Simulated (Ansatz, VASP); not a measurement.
# TaSi2 in VASP and in Ansatz

```
Ta Si
1.0
    -1.64300    1.64300    4.09980
     1.64300   -1.64300    4.09980
     1.64300    1.64300   -4.09980
Ta Si
1 2
Direct
  0.50000 0.50000 0.00000
  0.83177 0.83177 0.00000
  0.16823 0.16823 0.00000
```

Alike in both runs: functional PBE; k mesh 6 × 6 × 6; occupations gaussian, width 0.2 eV; no spin polarisation.

Ansatz relaxed the structure, and its values are those at the end. VASP's run is a single point on that final structure, the one shown.

```csv
,VASP,Ansatz
version,VASP 6.6.1,Ansatz 0.2.0
potentials or method,"VASP PAW PBE potentials, release 64 (Ta_pv, Si), cutoff 500 eV","scalar-relativistic, plane waves, PAW"
valence electrons in the cell,19,21
```

Ansatz gave:

```
gap on the k mesh at the Fermi level (eV) : none
pressure (GPa)                            : 0.1
```

**Question.** Which values does VASP return?

**Answer.** gap on the k mesh at the Fermi level (eV): none; pressure (GPa): 0.2.

A gap of «none» marks a metal or a gap that the smearing closes. With one functional, cell and mesh, what is left measures potentials, basis and numerics. VASP's potentials hold 19 valence electrons a cell and Ansatz's 21, so a difference there can come from the potentials and not from the codes.

The k mesh is coarse, so the values compare programs but aren't converged. Spin-orbit coupling is off throughout.
